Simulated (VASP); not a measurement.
Here is a VASP 6.6.1 calculation.

The input INCAR:

```
SYSTEM = K8Mg9F24
ALGO = Normal
EDIFF = 1E-6
ENCUT = 520
GGA = PS
GGA_COMPAT = .FALSE.
ISIF = 2
ISMEAR = -1
ISYM = 0
LASPH = .TRUE.
LCHARG = .FALSE.
LREAL = Auto
LWAVE = .FALSE.
NBANDS = 155
NELECT = 256.0
NELM = 120
PREC = Accurate
SIGMA = 0.05
```

KPOINTS

```
Automatic mesh
0
Gamma
  1 1 1
  0.25 0.25 0.25
```

File POSCAR:

```
K8Mg9F24
1.0
    7.9825440000      0.0000000000      0.0000000000
    0.0000000000      7.9825440000      0.0000000000
    0.0000000000      0.0000000000      7.9825440000
K Mg F
8 9 24
Direct
    0.9989750000      0.0085240000      0.9996850000
    0.9990040000      0.0083750000      0.4997510000
    0.9988910000      0.4922430000      0.9995960000
    0.9989690000      0.4919810000      0.4996830000
    0.4989470000      0.0084040000      0.9996290000
    0.4993870000      0.0634270000      0.4999180000
    0.4989020000      0.4920300000      0.9996810000
    0.4986980000      0.4351460000      0.4995370000
    0.2447140000      0.2501350000      0.2454650000
    0.2447150000      0.2501990000      0.7539490000
    0.2386330000      0.7502500000      0.2394110000
    0.2386610000      0.7502650000      0.7599110000
    0.7532190000      0.2502670000      0.2454400000
    0.7532240000      0.2503350000      0.7539680000
    0.7591380000      0.7502850000      0.2394220000
    0.7591420000      0.7503090000      0.7598950000
    0.4988280000      0.7488160000      0.4995930000
    0.2470940000      0.2509760000      0.9997040000
    0.2457260000      0.2492920000      0.4997130000
    0.2546710000      0.7493410000      0.9996620000
    0.2645240000      0.7510170000      0.4996730000
    0.7508050000      0.2506580000      0.9996940000
    0.7523010000      0.2499730000      0.4996970000
    0.7430610000      0.7498320000      0.9996570000
    0.7331570000      0.7505970000      0.4996810000
    0.9989660000      0.2507730000      0.2477520000
    0.9989730000      0.2505830000      0.7516520000
    0.9988850000      0.7496100000      0.2554710000
    0.9988970000      0.7499000000      0.7438350000
    0.4989610000      0.2495770000      0.2464600000
    0.4989590000      0.2498790000      0.7529370000
    0.4988720000      0.7506950000      0.2652830000
    0.4988910000      0.7504920000      0.7339280000
    0.2543880000      0.9975260000      0.2549520000
    0.2546440000      0.9975510000      0.7445070000
    0.2557160000      0.5029090000      0.2567710000
    0.2554580000      0.5029430000      0.7427200000
    0.7434100000      0.9975760000      0.2554030000
    0.7431690000      0.9976320000      0.7439790000
    0.7421940000      0.5029590000      0.2562690000
    0.7424730000      0.5029630000      0.7431510000
```

Potentials or basis: VASP PAW PBE potentials, release 64 (K_sv, Mg, F).

Launch:

```bash
$ cat potpaw_PBE.64/K_sv/POTCAR potpaw_PBE.64/Mg/POTCAR potpaw_PBE.64/F/POTCAR > POTCAR
$ mpirun -np 1 vasp_std > vasp.out
```

Question: Predict the largest force.

Answer: 0.063 eV/Å.

Forces on the atoms (eV/Å):
```
K    0.000 -0.012  0.000
K    0.001 -0.008 -0.002
K   -0.001  0.012  0.001
K   -0.001  0.008 -0.001
K    0.000 -0.008  0.001
K   -0.005 -0.063 -0.003
K    0.000  0.007  0.000
K   -0.001  0.058  0.001
Mg  -0.003 -0.001 -0.005
Mg  -0.003  0.000  0.004
Mg  -0.010 -0.001 -0.007
Mg  -0.010 -0.001  0.009
Mg   0.003 -0.002 -0.003
Mg   0.003 -0.002  0.003
Mg   0.009 -0.001 -0.008
Mg   0.007 -0.001  0.007
Mg   0.001  0.005  0.001
F    0.003  0.000  0.001
F   -0.017  0.002  0.000
F   -0.001  0.000  0.000
F    0.005 -0.002  0.000
F    0.003  0.000  0.001
F    0.014 -0.001  0.001
F    0.003  0.002  0.001
F   -0.003  0.004 -0.003
F    0.000  0.000  0.004
F    0.000  0.001 -0.001
F    0.001  0.003 -0.003
F    0.000  0.001  0.002
F   -0.002  0.001 -0.016
F    0.000  0.002  0.016
F    0.000  0.000  0.002
F   -0.003  0.001  0.000
F    0.002 -0.005  0.000
F    0.001 -0.005 -0.002
F    0.000  0.004 -0.003
F    0.001  0.001  0.001
F    0.000 -0.002 -0.001
F    0.003 -0.004  0.001
F    0.001  0.004 -0.001
F    0.000  0.006  0.000
```

Caveat: the k points lie up to 0.79 Å⁻¹ apart; the cell carries a net charge on a neutralising background, which shifts energy and pressure; the PAW data sets were made with another functional, which shifts forces and pressure a little.
